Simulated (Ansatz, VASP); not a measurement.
**Two plane-wave programs on Mo**

INCAR

```
PREC = Accurate
ENCUT = 520
EDIFF = 1E-6
ISMEAR = 0
SIGMA = 0.15
LREAL = False
LASPH = True
NELM = 80
ALGO = Normal
ISIF = 2
LWAVE = False
LCHARG = False
GGA = PE
NBANDS = 13
```

The input KPOINTS:

```
regular mesh
0
Gamma
  21 21 18
```

The input POSCAR:

```
Mo
1.0
    2.8175757091      0.0000000000      0.0000000000
   -1.4087878546      2.4400921412      0.0000000000
    0.0000000000      0.0000000000      2.5935084105
Mo
1
Direct
    0.0000000000      0.0000000000      0.5000000000
```

Input for Ansatz:

```yaml
crystal:
  lattice:
    - [2.8175757091, 0.0, 0.0]
    - [-1.4087878546, 2.4400921412, 0.0]
    - [0.0, 0.0, 2.5935084105]
  atoms:
    - { symbol: Mo, position: [0.0, 0.0, 0.5] }
basis:
  ecutwfc: 420
kpoints:
  mp_grid: { grid: [21, 21, 18] }
hamiltonian:
  xc: pbe
scf:
  occupations: { method: gaussian, width: 0.15 }
output:
  forces: true
  stress: true
  eigenvalues: true
```

Change from the starting cell: strain +0.030 along x and y, +0.015 along z, atoms carried along.

Alike in both runs: task single point; functional PBE; k mesh 21 × 21 × 18; occupations gaussian, width 0.15 eV; no spin polarisation.

|  | VASP | Ansatz |
| --- | --- | --- |
| version | VASP 6.6.1 | Ansatz 0.2.0 |
| potentials or method | VASP PAW PBE potentials, release 64 (Mo_sv), cutoff 520 eV | scalar-relativistic, plane waves, PAW |
| valence electrons in the cell | 14 | 14 |

|  | VASP | Ansatz | Ansatz less VASP |
| --- | --- | --- | --- |
| gap on the k mesh at the Fermi level (eV) | none | none | - |
| pressure (GPa) | -10.5 | -10.8 | -0.38 |
| traceless stress, the component that is largest in VASP (GPa) | -1.85 | -1.93 | -0.086 |

A gap of «none» marks a metal or a gap that the smearing closes. The functional is the same, so the differences come from potentials, cutoffs and numerics.
